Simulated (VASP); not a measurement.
# Zn (a cell with a defect) in VASP: single point with PBE

Aim: the single point of Zn (a cell with a defect) with PBE.

All numbers are computed with VASP 6.6.1; they aren't measurements. Logs are shortened: lines on timing, memory, paths and dates and some standing lists are left out, and cuts for length are marked.

## Step 1: The cell of the first run

The cell holds a defect, 17 atoms: a = 8.055 Å, b = 8.055 Å, c = 4.985 Å, α = 90.00°, β = 90.00°, γ = 120.00°.

## Step 2: Single point, PBE

The input, INCAR:

```
SYSTEM = Zn
ALGO = Normal ; EDIFF = 1E-7
ENCUT = 520 ; GGA = PE
ISIF = 2 ; ISMEAR = 1
LASPH = .True. ; LCHARG = .False.
LREAL = Auto ; LWAVE = .False.
NBANDS = 116 ; NELM = 60
PREC = Accurate ; SIGMA = 0.15
```

The input, KPOINTS:

```
k-points
0
Gamma
  2 2 3
  0 0 0
```

The input, POSCAR:

```
Zn
1.0
    8.0554147200      0.0000008700      0.0000000000
   -4.0277081100      6.9761933500      0.0000000000
    0.0000000000      0.0000000000      4.9845780000
Zn
17
Direct
    0.0886532028      0.2205677001      0.2476376135
    0.2259195530      0.1123841849      0.7479945143
    0.1250190802      0.5619313707      0.2478382322
    0.2276581409      0.4463671870      0.7482689608
    0.0886435309      0.8669348195      0.2485249504
    0.2276594416      0.7801462100      0.7478472601
    0.4090035783      0.2039451278      0.2480874008
    0.5665583409      0.1170391166      0.7479714431
    0.4572292743      0.5529314353      0.2483618473
    0.5665599285      0.4483808504      0.7490467598
    0.4572154417      0.9031659941      0.2477096356
    0.5654873563      0.7821756414      0.7478480626
    0.8909801357      0.1140957805      0.7471300479
    0.7631087034      0.3809943622      0.2472189220
    0.8984105219      0.4486306588      0.7471077792
    0.7768696762      0.8878680698      0.2478290038
    0.8909821400      0.7757313987      0.7492756659
```

Potentials or basis: VASP PAW PBE potentials, release 64 (Zn).

Launch:

```sh
> cat potpaw_PBE.64/Zn/POTCAR > POTCAR
> mpirun -np 1 vasp_std > vasp.out
```

OUTCAR:

```text
SYSTEM = Zn
   EDIFF = 1E-7
   ENCUT = 520
   GGA = PE
   ISIF = 2
   ISMEAR = 1
   LASPH = .True.
   LREAL = Auto
   NELM = 60
   PREC = Accurate

 ion  position               nearest neighbor table
   1  0.089  0.221  0.248-  16 2.60   3 2.62   7 2.65   9 2.83  13 2.85   5 2.85  13 2.85   4 2.95
                             4 2.96   2 3.02   2 3.03
   2  0.226  0.112  0.748-   6 2.68   4 2.68  13 2.70  17 2.71   8 2.73  10 2.73   7 2.80   7 2.80
                             5 3.02   1 3.02   1 3.03   5 3.03
   3  0.125  0.562  0.248-  14 2.52   1 2.62   5 2.62   9 2.71  11 2.71   4 2.92   6 2.92   6 2.92
                             4 2.92  15 2.95  15 2.95
   4  0.228  0.446  0.748-  15 2.66   2 2.68   6 2.69  13 2.69  12 2.71  10 2.72   3 2.92   3 2.92
                             1 2.95   1 2.96   9 2.96   9 2.96
   5  0.089  0.867  0.249-  16 2.60   3 2.62   7 2.65  11 2.83  17 2.85   1 2.85  17 2.85   6 2.95
                             6 2.96   2 3.02   2 3.03
   6  0.228  0.780  0.748-  15 2.66   2 2.68   4 2.69  17 2.69  12 2.71   8 2.72   3 2.92   3 2.92
                             5 2.95   5 2.96  11 2.96  11 2.96
   7  0.409  0.204  0.248-  14 2.47   9 2.64  11 2.64   1 2.65   5 2.65   2 2.80   2 2.80  10 3.03
                             8 3.03   8 3.03  10 3.04
   8  0.567  0.117  0.748-  13 2.63  10 2.67  15 2.67  12 2.69   6 2.72   2 2.73  11 2.90  11 2.91
                             7 3.03   7 3.03
   9  0.457  0.553  0.248-   7 2.64  16 2.64   3 2.71  11 2.82   1 2.83  10 2.90  10 2.91  12 2.96
                             4 2.96   4 2.96  12 2.96
  10  0.567  0.448  0.749-  17 2.63   8 2.67  15 2.67  12 2.69   4 2.72   2 2.73   9 2.90   9 2.91
                             7 3.03   7 3.04
  11  0.457  0.903  0.248-   7 2.64  16 2.64   3 2.71   9 2.82   5 2.83   8 2.90   8 2.91  12 2.96
                            12 2.96   6 2.96   6 2.96
  12  0.565  0.782  0.748-  13 2.65  17 2.65   8 2.69  10 2.69   6 2.71   4 2.71  16 2.90  16 2.90
                             9 2.96  11 2.96  11 2.96   9 2.96
  13  0.891  0.114  0.747-   8 2.63  12 2.65  15 2.67   4 2.69   2 2.70  17 2.73   1 2.85   1 2.85
                            16 2.95  16 2.95
  14  0.763  0.381  0.247-   7 2.47   3 2.52  15 2.66  15 2.67
  15  0.898  0.449  0.747-   4 2.66   6 2.66  14 2.66  17 2.67  13 2.67  14 2.67   8 2.67  10 2.67
                             3 2.95   3 2.95
  16  0.777  0.888  0.248-   1 2.60   5 2.60   9 2.64  11 2.64  12 2.90  12 2.90  17 2.94  13 2.95
                            13 2.95  17 2.96
  17  0.891  0.776  0.749-  10 2.63  12 2.65  15 2.67   6 2.69   2 2.71  13 2.73   5 2.85   5 2.85
                            16 2.94  16 2.96

  LATTYP: Found a hexagonal cell.
 ALAT       =     8.0554147200
 C/A-ratio  =     0.6187860183

  Lattice vectors:

 A1 = (   8.0554147200,   0.0000008700,   0.0000000000)
 A2 = (  -4.0277081100,   6.9761933500,   0.0000000000)
 A3 = (   0.0000000000,   0.0000000000,   4.9845780000)

Analysis of symmetry for initial positions (statically):
=====================================================================
 Subroutine PRICEL returns:
 Original cell was already a primitive cell.

 Routine SETGRP: Setting up the symmetry group for a
 hexagonal supercell.

 Subroutine GETGRP returns: Found  1 space group operations
 (whereof  1 operations were pure point group operations)
 out of a pool of 24 trial point group operations.

The static configuration has the point symmetry C_1 .

Analysis of symmetry for dynamics (positions and initial velocities):
=====================================================================
 Subroutine PRICEL returns:
 Original cell was already a primitive cell.

 Routine SETGRP: Setting up the symmetry group for a
 hexagonal supercell.

 Subroutine GETGRP returns: Found  1 space group operations
 (whereof  1 operations were pure point group operations)
 out of a pool of 24 trial point group operations.

The dynamic configuration has the point symmetry C_1 .

 Subroutine INISYM returns: Found  1 space group operations
 (whereof  1 operations are pure point group operations),
 and found     1 'primitive' translations

----------------------------------------------------------------------------------------

                                     Primitive cell

  volume of cell :     280.1140

  direct lattice vectors                    reciprocal lattice vectors
     8.055414720  0.000000870  0.000000000     0.124140094  0.071672334  0.000000000
    -4.027708110  6.976193350  0.000000000    -0.000000015  0.143344642  0.000000000
     0.000000000  0.000000000  4.984578000     0.000000000  0.000000000  0.200618789

  length of vectors
     8.055414720  8.055414718  4.984578000     0.143344642  0.143344642  0.200618789

  position of ions in fractional coordinates (direct lattice)
     0.088653203  0.220567700  0.247637613
     0.225919553  0.112384185  0.747994514
     0.125019080  0.561931371  0.247838232
     0.227658141  0.446367187  0.748268961
     0.088643531  0.866934820  0.248524950
     0.227659442  0.780146210  0.747847260
[... 9 lines left out ...]
     0.776869676  0.887868070  0.247829004
     0.890982140  0.775731399  0.749275666

  ion indices of the primitive-cell ions
   primitive index   ion index
                 1           1
                 2           2
                 3           3
                 4           4
                 5           5
                 6           6
[... 9 lines left out ...]
                16          16
                17          17

----------------------------------------------------------------------------------------

 KPOINTS: k-points

Automatic generation of k-mesh.
 Grid dimensions read from file:
 generate k-points for:    2    2    3

 Generating k-lattice:

  Cartesian coordinates                     Fractional coordinates (reciprocal lattice)
     0.062070047  0.035836167  0.000000000     0.500000000  0.000000000  0.000000000
    -0.000000008  0.071672321  0.000000000     0.000000000  0.500000000  0.000000000
     0.000000000  0.000000000  0.066872930     0.000000000  0.000000000  0.333333333

  Length of vectors
     0.071672321  0.071672321  0.066872930

  Shift w.r.t. Gamma in fractional coordinates (k-lattice)
     0.000000000  0.000000000  0.000000000

 Subroutine IBZKPT returns following result:
 ===========================================

 Found      8 irreducible k-points:

 Following reciprocal coordinates:
            Coordinates               Weight
  0.000000  0.000000  0.000000      1.000000
  0.500000  0.000000  0.000000      1.000000
  0.000000  0.500000  0.000000      1.000000
  0.500000  0.500000  0.000000      1.000000
  0.000000  0.000000  0.333333      2.000000
  0.500000  0.000000  0.333333      2.000000
  0.000000  0.500000  0.333333      2.000000
  0.500000  0.500000  0.333333      2.000000
   k-points           NKPTS =      8   k-points in BZ     NKDIM =      8   number of bands    NBANDS=    116
   number of dos      NEDOS =    301   number of ions     NIONS =     17
   total plane-waves  NPLWV = 144000
   dimension x,y,z NGX =    60 NGY =   60 NGZ =   40
   dimension x,y,z NGXF=   120 NGYF=  120 NGZF=   80
   ions per type =              17
   NGX,Y,Z   is equivalent  to a cutoff of  12.38, 12.38, 13.34 a.u.
   NGXF,Y,Z  is equivalent  to a cutoff of  24.77, 24.77, 26.68 a.u.
 SYSTEM =  Zn
   PREC   = accura    normal or accurate (medium, high low for compatibility)
   ISTART =      0    job   : 0-new  1-cont  2-samecut
   ICHARG =      2    charge: 1-file 2-atom 10-const
   ISPIN  =      1    spin polarized calculation?
   LNONCOLLINEAR =      F non collinear calculations
   LSORBIT =      F    spin-orbit coupling
   LASPH  =      T    aspherical Exc in radial PAW
   ENCUT  =  520.0 eV  38.22 Ry    6.18 a.u.  14.98 14.98  9.27*2*pi/ulx,y,z
   NELM   =     60;   NELMIN=  2; NELMDL= -5     # of ELM steps
   EDIFF  = 0.1E-06   stopping-criterion for ELM
   LREAL  =      T    real-space projection
   EDIFFG = 0.1E-05   stopping-criterion for IOM
   NSW    =      0    number of steps for IOM
   IBRION =     -1    ionic relax: 0-MD 1-quasi-New 2-CG
   NFREE  =      0    steps in history (QN), initial steepest desc. (CG)
   ISIF   =      2    stress and relaxation
   ISYM   =      2    0-nonsym 1-usesym 2-fastsym
   POTIM  = 0.5000    time-step for ionic-motion
   TEBEG  =    0.0;   TEEND  =   0.0 temperature during run
   PSTRESS=    0.0 pullay stress
   NELECT =     204.0000    total number of electrons
   NUPDOWN=      -1.0000    fix difference up-down
   EMIN   =  10.00;   EMAX   =-10.00  energy-range for DOS
   EFERMI =   0.00;   METHOD = LEGACY
   ISMEAR =     1;   SIGMA  =   0.15  broadening in eV -4-tet -1-fermi 0-gaus
   EFERMI_NEDOS =   21; number of points for ismear=-14 and -15
   IALGO  =     38    algorithm
   IMIX   =      4    mixing-type and parameters
     AMIX     =   0.40;   BMIX     =  1.00
     AMIX_MAG =   1.60;   BMIX_MAG =  1.00
  volume/ion in A,a.u.               =      16.48       111.19
  Fermi-wavevector in a.u.,A,eV,Ry     =   1.472900  2.783377 29.516949  2.169435
  Thomas-Fermi vector in A             =   2.587859
   LORBIT       =      0    0 simple, 1 ext, 2 COOP (PROOUT), +10 PAW based schemes
   GGA     = PE    functional components
   LHFCALC =     F    Hartree Fock is set to
   AEXX    =    0.0000 exact exchange contribution
   IVDW    =     0    specifies the selected vdW correction
   LEPSILON=     F    determine dielectric tensor
   LRPA    =     F    only Hartree local field effects (RPA)
 non-spin polarized calculation
 Methfessel and Paxton  Order N= 1 SIGMA  =   0.15
  energy-cutoff  :      520.00
  volume of cell :      280.11
 maximum number of plane-waves:      7548
 NGX is ok and might be reduce to    60
   NGX = 29   NGY = 29   NGZ = 19

 number of electron     204.0000081 magnetization

 Free energy of the ion-electron system (eV)
  ---------------------------------------------------
  ext. energy  EPLUGINS =         0.00000000
  ---------------------------------------------------
  free energy    TOTEN  =       -18.44617716 eV

  energy without entropy =      -18.44794780  energy(sigma->0) =      -18.44676737

 E-fermi :   2.4904     XC(G=0): -11.1005

 val. band max:        2.4393175836   @ k =   0.5000   0.5000   0.0000
 cond. band min:       2.5170075578   @ k =   0.0000   0.0000   0.0000
 fundamental gap:      0.0776899742
 Fermi energy:         2.4903674518

 k-point     1 :       0.0000    0.0000    0.0000
  band No.  band energies     occupation
      1      -7.3479      2.00000
      2      -5.8145      2.00000
      3      -5.7512      2.00000
      4      -5.7100      2.00000
      5      -5.7025      2.00000
      6      -5.6830      2.00000
[... 106 lines left out ...]
    113       5.7457      0.00000
    114       6.1097      0.00000

 k-point     2 :       0.5000    0.0000    0.0000
  band No.  band energies     occupation
      1      -6.7357      2.00000
      2      -6.3932      2.00000
      3      -5.7789      2.00000
      4      -5.6625      2.00000
      5      -5.6096      2.00000
      6      -5.5651      2.00000
[... 694 lines left out ...]
 k-point     8 :       0.5000    0.5000    0.3333
  band No.  band energies     occupation
      1      -6.0891      2.00000
      2      -6.0717      2.00000
      3      -5.7587      2.00000
      4      -5.5888      2.00000
      5      -5.5736      2.00000
      6      -5.5419      2.00000
[... 106 lines left out ...]
    113       6.4156      0.00000
    114       6.5812      0.00000
 [bands above 114 left out]

------------------------ aborting loop because EDIFF is reached ----------------------------------------

  FORCE on cell =-STRESS in cart. coord.  units (eV):
  Direction    XX          YY          ZZ          XY          YZ          ZX
  --------------------------------------------------------------------------------------
  -------------------------------------------------------------------------------------
  Total       -7.4279935     -8.9530025      7.7543081      1.3158369     -0.0001784     -0.0011997
  in kB      -42.4861386    -51.2087823     44.3525709      7.5262356     -0.0010204     -0.0068622
  external PRESSURE =     -16.4474500 kB  Pullay stress =       0.0000000 kB

 VOLUME and BASIS-vectors are now :
 -----------------------------------------------------------------------------
  energy-cutoff  :      520.00
  volume of cell :      280.11
      direct lattice vectors                 reciprocal lattice vectors
     8.055414720  0.000000870  0.000000000     0.124140094  0.071672334  0.000000000
    -4.027708110  6.976193350  0.000000000    -0.000000015  0.143344642  0.000000000
     0.000000000  0.000000000  4.984578000     0.000000000  0.000000000  0.200618789

 POSITION                                       TOTAL-FORCE (eV/Angst)
 -----------------------------------------------------------------------------------
     -0.17424      1.53872      1.23437        -0.009371     -0.011711      0.001327
      1.36722      0.78401      3.72844        -0.020699     -0.012227     -0.002166
     -1.25622      3.92014      1.23537         0.076763      0.043804      0.001792
      0.03604      3.11394      3.72981        -0.004201      0.005559     -0.001674
     -2.77770      6.04790      1.23879        -0.013952     -0.002221      0.000912
     -1.30831      5.44245      3.72770         0.002594     -0.006557     -0.000604
[... 9 lines left out ...]
      2.68193      6.19394      1.23532         0.008628      0.004902      0.001354
      4.05281      5.41165      3.73482         0.011385      0.031071     -0.002282
 -----------------------------------------------------------------------------------
    total drift:                                0.004923      0.002695      0.020071

  FREE ENERGIE OF THE ION-ELECTRON SYSTEM (eV)
  ---------------------------------------------------
  free  energy   TOTEN  =       -18.4461771628 eV

  energy  without entropy=      -18.4479477970  energy(sigma->0) =      -18.44676737
```

Run time: 12 min. Hardware: 1 thread of Oxide Virtual Turin-like, shared host; peak memory 0.4 GiB.

Results:

```yaml
Free_energy: -18.4462 eV
Pressure: -1.6 GPa
Largest_force: 0.088 eV/Å
Band_gap_on_the_k_mesh: zero (band 102 reaches 3.38 eV, above the bottom of band 103 at 1.82 eV)
```

Forces in eV/Å, atoms in the order of the input:
```
Zn  -0.009 -0.012  0.001
Zn  -0.021 -0.012 -0.002
Zn   0.077  0.044  0.002
Zn  -0.004  0.006 -0.002
Zn  -0.014 -0.002  0.001
Zn   0.003 -0.007 -0.001
Zn  -0.014 -0.009  0.001
Zn  -0.014  0.016  0.001
Zn   0.004  0.001  0.001
Zn   0.006 -0.018 -0.003
Zn   0.003  0.002  0.001
Zn  -0.015 -0.008  0.000
Zn   0.032 -0.006  0.000
Zn  -0.035 -0.020  0.001
Zn  -0.019 -0.010 -0.002
Zn   0.009  0.005  0.001
Zn   0.011  0.031 -0.002
```

Stress tensor (GPa, compression positive):
```
-4.25  0.75  0.00
 0.75 -5.12  0.00
 0.00  0.00  4.44
```

Caveat: the k points lie up to 0.45 Å⁻¹ apart.
